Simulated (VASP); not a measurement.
# AlN (Cm) in VASP: single point with PBE

Aim: the single point of AlN with PBE.

All numbers are computed with VASP 6.6.1; they aren't measurements. Logs are shortened: lines on timing, memory, paths and dates and some standing lists are left out, and cuts for length are marked.

## 1. The cell of the first run

It takes space group Cm (No. 8, monoclinic). The conventional cell has a = 5.422 Å, b = 3.130 Å, c = 10.396 Å, α = 90.00°, β = 105.12°, γ = 90.00°. Within 2.5 Å of Al (site symmetry m) lie 5 N at 1.90 to 2.47 Å. Al (site symmetry m) has 4 N at 1.90 to 1.91 Å within 2.5 Å. Al (site symmetry m) has 4 N at 1.90 to 1.91 Å within 2.5 Å. Within 2.5 Å of Al (site symmetry m) lie 4 N at 1.90 to 1.91 Å. Within 2.5 Å of N (site symmetry m) lie 5 Al at 1.90 to 2.47 Å. Within 2.5 Å of N (site symmetry m) lie 4 Al at 1.90 to 1.91 Å. N (site symmetry m) has 4 Al at 1.90 to 1.91 Å within 2.5 Å. Within 2.5 Å of N (site symmetry m) lie 4 Al at 1.90 to 1.91 Å.

## 2. Single point, PBE (the part above a cut slid along it)

INCAR

```
PREC = Accurate
ENCUT = 520
EDIFF = 1E-6
ISMEAR = 0
SIGMA = 0.05
LREAL = False
LASPH = True
NELM = 80
ALGO = Normal
ISIF = 2
LWAVE = False
LCHARG = False
GGA = PE
NBANDS = 26
ISYM = 0
```

KPOINTS

```
regular mesh
0
Gamma
  8 8 3
```

POSCAR

```
AlN
1.0
   -3.1302395629      0.0000000000      0.0000000000
   -1.5651197814     -2.7108669814      0.0000000000
   -1.5651197814      0.0000000000     10.0359593112
Al N
4 4
Direct
   -0.1189738460      0.3333333333      0.9046143587
    0.1310261540      0.3333333333      0.4046143587
    0.5893594873      0.6666666667      0.1546143587
    0.3393594873      0.6666666667      0.6546143587
    0.2856405127      0.3333333333      0.0953856413
    0.0356405127      0.3333333333      0.5953856413
    0.4939738460      0.6666666667      0.3453856413
    0.2439738460      0.6666666667      0.8453856413
```

Potentials or basis: VASP PAW PBE potentials, release 64 (Al, N).

Run with:

```sh
cat potpaw_PBE.64/Al/POTCAR potpaw_PBE.64/N/POTCAR > POTCAR
mpirun -np 1 vasp_std > vasp.out
```

OUTCAR:

```text
PREC = Accurate
   ENCUT = 520
   EDIFF = 1E-6
   ISMEAR = 0
   LREAL = False
   LASPH = True
   NELM = 80
   ISIF = 2
   GGA = PE
   ISYM = 0

 ion  position               nearest neighbor table
   1  0.881  0.333  0.905-   8 1.90   8 1.90   8 1.90   5 2.47   5 2.47   3 2.67   4 3.09   4 3.09
                             4 3.09
   2  0.131  0.333  0.405-   7 1.90   7 1.90   7 1.90   6 1.91   3 3.09   4 3.09   4 3.09   3 3.09
                             3 3.09   4 3.09
   3  0.589  0.667  0.155-   5 1.90   5 1.90   5 1.90   7 1.91   1 2.67   2 3.09   2 3.09   2 3.09

   4  0.339  0.667  0.655-   6 1.90   6 1.90   6 1.90   8 1.91   2 3.09   1 3.09   2 3.09   1 3.09
                             1 3.09   2 3.09
   5  0.286  0.333  0.095-   3 1.90   3 1.90   3 1.90   1 2.47   1 2.47
   6  0.036  0.333  0.595-   4 1.90   4 1.90   4 1.90   2 1.91
   7  0.494  0.667  0.345-   2 1.90   2 1.90   2 1.90   3 1.91
   8  0.244  0.667  0.845-   1 1.90   1 1.90   1 1.90   4 1.91

IMPORTANT INFORMATION: All symmetrisations will be switched off!
NOSYMM: (Re-)initialisation of all symmetry stuff for point group C_1.

----------------------------------------------------------------------------------------

                                     Primitive cell

  volume of cell :      85.1618

  direct lattice vectors                    reciprocal lattice vectors
    -3.130239563  0.000000000  0.000000000    -0.319464367  0.184442838 -0.049820848
    -1.565119781 -2.710866981  0.000000000     0.000000000 -0.368885676  0.000000000
    -1.565119781  0.000000000 10.035959311     0.000000000  0.000000000  0.099641695

  length of vectors
     3.130239563  3.130239563 10.157267311     0.372234817  0.368885676  0.099641695

  position of ions in fractional coordinates (direct lattice)
     0.881026154  0.333333333  0.904614359
     0.131026154  0.333333333  0.404614359
     0.589359487  0.666666667  0.154614359
     0.339359487  0.666666667  0.654614359
     0.285640513  0.333333333  0.095385641
     0.035640513  0.333333333  0.595385641
     0.493973846  0.666666667  0.345385641
     0.243973846  0.666666667  0.845385641

  ion indices of the primitive-cell ions
   primitive index   ion index
                 1           1
                 2           2
                 3           3
                 4           4
                 5           5
                 6           6
                 7           7
                 8           8

----------------------------------------------------------------------------------------

 KPOINTS: regular mesh

Automatic generation of k-mesh.
 Grid dimensions read from file:
 generate k-points for:    8    8    3

 Generating k-lattice:

  Cartesian coordinates                     Fractional coordinates (reciprocal lattice)
    -0.039933046  0.023055355 -0.006227606     0.125000000 -0.000000000 -0.000000000
     0.000000000 -0.046110710  0.000000000     0.000000000  0.125000000  0.000000000
     0.000000000  0.000000000  0.033213898     0.000000000  0.000000000  0.333333333

  Length of vectors
     0.046529352  0.046110710  0.033213898

  Shift w.r.t. Gamma in fractional coordinates (k-lattice)
     0.000000000  0.000000000  0.000000000

 -----------------------------------------------------------------------------
|                                                                             |
|           W    W    AA    RRRRR   N    N  II  N    N   GGGG   !!!           |
|           W    W   A  A   R    R  NN   N  II  NN   N  G    G  !!!           |
|           W    W  A    A  R    R  N N  N  II  N N  N  G       !!!           |
|           W WW W  AAAAAA  RRRRR   N  N N  II  N  N N  G  GGG   !            |
|           WW  WW  A    A  R   R   N   NN  II  N   NN  G    G                |
|           W    W  A    A  R    R  N    N  II  N    N   GGGG   !!!           |
|                                                                             |
|     Your reciprocal lattice and k-lattice belong to different lattice       |
|     classes:                                                                |
|                                                                             |
|        The reciprocal lattice is body-centered orthorhombic,                |
|        whereas your k-lattice is base-centered monoclinic.                  |
|                                                                             |
|     Results are often still useful ...                                      |
|                                                                             |
 -----------------------------------------------------------------------------

 WARNING: IBZKPT: internal override: KBLOWUP is changed to .FALSE.
      ... skipping the blow-up phase ...

 Subroutine IBZKPT returns following result:
 ===========================================

 Found     98 irreducible k-points:

 Following reciprocal coordinates:
            Coordinates               Weight
  0.000000  0.000000  0.000000      1.000000
  0.125000 -0.000000  0.000000      2.000000
  0.250000 -0.000000  0.000000      2.000000
  0.375000  0.000000  0.000000      2.000000
  0.500000 -0.000000  0.000000      1.000000
  0.000000  0.125000  0.000000      2.000000
[... 16 lines left out ...]
  0.125000  0.375000  0.000000      2.000000
  0.250000  0.375000  0.000000      2.000000
 [... further k-points ...]
   k-points           NKPTS =     98   k-points in BZ     NKDIM =     98   number of bands    NBANDS=     26
   number of dos      NEDOS =    301   number of ions     NIONS =      8
   total plane-waves  NPLWV =  46080
   dimension x,y,z NGX =    24 NGY =   24 NGZ =   80
   dimension x,y,z NGXF=    48 NGYF=   48 NGZF=  160
   ions per type =               4   4
   NGX,Y,Z   is equivalent  to a cutoff of  12.75, 12.75, 13.09 a.u.
   NGXF,Y,Z  is equivalent  to a cutoff of  25.49, 25.49, 26.19 a.u.
 SYSTEM =  unknown system
   PREC   = accura    normal or accurate (medium, high low for compatibility)
   ISTART =      0    job   : 0-new  1-cont  2-samecut
   ICHARG =      2    charge: 1-file 2-atom 10-const
   ISPIN  =      1    spin polarized calculation?
   LNONCOLLINEAR =      F non collinear calculations
   LSORBIT =      F    spin-orbit coupling
   LASPH  =      T    aspherical Exc in radial PAW
   ENCUT  =  520.0 eV  38.22 Ry    6.18 a.u.   5.82  5.82 18.89*2*pi/ulx,y,z
   NELM   =     80;   NELMIN=  2; NELMDL= -5     # of ELM steps
   EDIFF  = 0.1E-05   stopping-criterion for ELM
   LREAL  =      F    real-space projection
   EDIFFG = 0.1E-04   stopping-criterion for IOM
   NSW    =      0    number of steps for IOM
   IBRION =     -1    ionic relax: 0-MD 1-quasi-New 2-CG
   NFREE  =      0    steps in history (QN), initial steepest desc. (CG)
   ISIF   =      2    stress and relaxation
   ISYM   =      0    0-nonsym 1-usesym 2-fastsym
   POTIM  = 0.5000    time-step for ionic-motion
   TEBEG  =    0.0;   TEEND  =   0.0 temperature during run
   PSTRESS=    0.0 pullay stress
   NELECT =      32.0000    total number of electrons
   NUPDOWN=      -1.0000    fix difference up-down
   EMIN   =  10.00;   EMAX   =-10.00  energy-range for DOS
   EFERMI =   0.00;   METHOD = LEGACY
   ISMEAR =     0;   SIGMA  =   0.05  broadening in eV -4-tet -1-fermi 0-gaus
   EFERMI_NEDOS =   21; number of points for ismear=-14 and -15
   IALGO  =     38    algorithm
   IMIX   =      4    mixing-type and parameters
     AMIX     =   0.40;   BMIX     =  1.00
     AMIX_MAG =   1.60;   BMIX_MAG =  1.00
  volume/ion in A,a.u.               =      10.65        71.84
  Fermi-wavevector in a.u.,A,eV,Ry     =   1.181345  2.232418 18.987951  1.395575
  Thomas-Fermi vector in A             =   2.317620
   LORBIT       =      0    0 simple, 1 ext, 2 COOP (PROOUT), +10 PAW based schemes
   GGA     = PE    functional components
   LHFCALC =     F    Hartree Fock is set to
   AEXX    =    0.0000 exact exchange contribution
   IVDW    =     0    specifies the selected vdW correction
   LEPSILON=     F    determine dielectric tensor
   LRPA    =     F    only Hartree local field effects (RPA)
 non-spin polarized calculation
 Gauss-broadening in eV      SIGMA  =   0.05
  energy-cutoff  :      520.00
  volume of cell :       85.16
 maximum number of plane-waves:      2308
   NGX = 11   NGY = 11   NGZ = 37

 number of electron      31.9999998 magnetization

 Free energy of the ion-electron system (eV)
  ---------------------------------------------------
  ext. energy  EPLUGINS =         0.00000000
  ---------------------------------------------------
  free energy    TOTEN  =       -58.10026670 eV

  energy without entropy =      -58.10026670  energy(sigma->0) =      -58.10026670

 E-fermi :   6.7180     XC(G=0): -10.8675

 val. band max:        6.4211315588   @ k =   0.0000   0.0000   0.0000
 cond. band min:       9.4361936281   @ k =   0.0000   0.0000   0.0000
 fundamental gap:      3.0150620693
 Fermi energy:         6.7179922362

 k-point     1 :       0.0000    0.0000    0.0000
  band No.  band energies     occupation
      1      -9.0366      2.00000
      2      -8.1812      2.00000
      3      -8.1312      2.00000
      4      -6.9081      2.00000
      5       0.1600      2.00000
      6       2.6653      2.00000
[... 18 lines left out ...]
     25      16.8638      0.00000
     26      17.0327      0.00000

 k-point     2 :       0.1250   -0.0000    0.0000
  band No.  band energies     occupation
      1      -8.8383      2.00000
      2      -8.0788      2.00000
      3      -7.8904      2.00000
      4      -6.7998      2.00000
      5       0.4041      2.00000
      6       2.4611      2.00000
[... 18 lines left out ...]
     25      16.3547      0.00000
     26      17.4437      0.00000

 k-point     3 :       0.2500   -0.0000    0.0000
  band No.  band energies     occupation
      1      -8.2891      2.00000
      2      -7.6791      2.00000
      3      -7.3714      2.00000
      4      -6.5322      2.00000
      5       1.0618      2.00000
      6       1.6620      2.00000
[... 18 lines left out ...]
     25      16.2832      0.00000
     26      17.3390      0.00000

 k-point     4 :       0.3750    0.0000    0.0000
  band No.  band energies     occupation
      1      -7.5667      2.00000
      2      -7.1181      2.00000
      3      -6.8412      2.00000
      4      -6.2869      2.00000
      5       0.4288      2.00000
      6       1.1674      2.00000
[... 18 lines left out ...]
     25      16.9304      0.00000
     26      17.4575      0.00000

 k-point     5 :       0.5000   -0.0000    0.0000
  band No.  band energies     occupation
      1      -7.1455      2.00000
      2      -6.7911      2.00000
      3      -6.6537      2.00000
      4      -6.2344      2.00000
      5      -0.1102      2.00000
      6       0.6882      2.00000
[... 18 lines left out ...]
     25      16.7949      0.00000
     26      17.3677      0.00000

 k-point     6 :       0.0000    0.1250    0.0000
  band No.  band energies     occupation
      1      -8.8424      2.00000
      2      -8.0148      2.00000
      3      -7.9598      2.00000
      4      -6.7971      2.00000
      5       0.3936      2.00000
      6       2.5908      2.00000
[... 427 lines left out ...]
 k-point    21 :      -0.1250    0.2500   -0.0000
  band No.  band energies     occupation
      1      -7.8310      2.00000
      2      -7.2216      2.00000
      3      -7.1077      2.00000
      4      -6.3609      2.00000
      5       1.3646      2.00000
      6       1.5714      2.00000
[... 18 lines left out ...]
     25      16.5516      0.00000
     26      16.9411      0.00000

 k-point    22 :       0.0000    0.3750    0.0000
  band No.  band energies     occupation
      1      -7.5804      2.00000
      2      -7.0340      2.00000
      3      -6.9452      2.00000
      4      -6.3293      2.00000
      5       0.9543      2.00000
      6       1.0415      2.00000
[... 18 lines left out ...]
     25      16.9923      0.00000
     26      17.5495      0.00000

 k-point    23 :       0.1250    0.3750    0.0000
  band No.  band energies     occupation
      1      -7.8271      2.00000
      2      -7.2661      2.00000
      3      -7.0600      2.00000
      4      -6.3682      2.00000
      5       1.4286      2.00000
      6       1.5321      2.00000
[... 18 lines left out ...]
     25      16.5369      0.00000
     26      16.8642      0.00000

 k-point    24 :       0.2500    0.3750    0.0000
  band No.  band energies     occupation
      1      -7.8137      2.00000
      2      -7.3359      2.00000
      3      -6.9746      2.00000
      4      -6.3697      2.00000
      5       1.1200      2.00000
      6       1.5089      2.00000
[... 18 lines left out ...]
     25      16.3857      0.00000
     26      16.8442      0.00000

 [... further k-points ...]
[... 5 lines left out ...]
  --------------------------------------------------------------------------------------
  -------------------------------------------------------------------------------------
  Total       -5.2587137     -0.0529530      2.9632527      0.0000096      1.2900920      0.0000227
  in kB      -98.9339694     -0.9962233     55.7486805      0.0001805     24.2709402      0.0004273
  external PRESSURE =     -14.7271707 kB  Pullay stress =       0.0000000 kB

 VOLUME and BASIS-vectors are now :
 -----------------------------------------------------------------------------
  energy-cutoff  :      520.00
  volume of cell :       85.16
      direct lattice vectors                 reciprocal lattice vectors
    -3.130239563  0.000000000  0.000000000    -0.319464367  0.184442838 -0.049820848
    -1.565119781 -2.710866981  0.000000000     0.000000000 -0.368885676  0.000000000
    -1.565119781  0.000000000 10.035959311     0.000000000  0.000000000  0.099641695

 POSITION                                       TOTAL-FORCE (eV/Angst)
 -----------------------------------------------------------------------------------
     -4.69536     -0.90362      9.07867        -0.000062      0.480415     -0.200706
     -1.56512     -0.90362      4.06069        -0.000060     -0.001174     -0.100941
     -3.13024     -1.80724      1.55170        -0.000064     -0.495125      1.175077
     -3.13024     -1.80724      6.56968        -0.000063     -0.085326     -0.139216
     -1.56512     -0.90362      0.95729         0.000065      0.738565     -0.236314
     -1.56512     -0.90362      5.97527         0.000076     -0.029294      0.032223
     -3.13024     -1.80724      3.46628         0.000058      0.073093      0.078718
     -3.13024     -1.80724      8.48426         0.000049     -0.681155     -0.608840
 -----------------------------------------------------------------------------------
    total drift:                                0.000486      0.000172      0.000105

  FREE ENERGIE OF THE ION-ELECTRON SYSTEM (eV)
  ---------------------------------------------------
  free  energy   TOTEN  =       -58.1002666986 eV

  energy  without entropy=      -58.1002666986  energy(sigma->0) =      -58.10026670
```

It took 4.6 min on 1 thread of Intel Xeon 8259CL, shared host; peak memory 0.3 GiB.

Results:

```
Free energy            : -58.1003 eV
Pressure               : -1.5 GPa
Largest force          : 1.275 eV/Å
Band gap on the k mesh : 3.02 eV
```

Forces in eV/Å, atoms in the order of the input:
```
Al   0.000  0.480 -0.201
Al   0.000 -0.001 -0.101
Al   0.000 -0.495  1.175
Al   0.000 -0.085 -0.139
N    0.000  0.739 -0.236
N    0.000 -0.029  0.032
N    0.000  0.073  0.079
N    0.000 -0.681 -0.609
```

Caveat: the cell differs from its parent crystal (the part above a cut slid along it); the stress differs along the axes, from -10 to 6 GPa; forces of over 1 eV/Å act on the atoms, so gaps and moduli don't describe the material at rest.
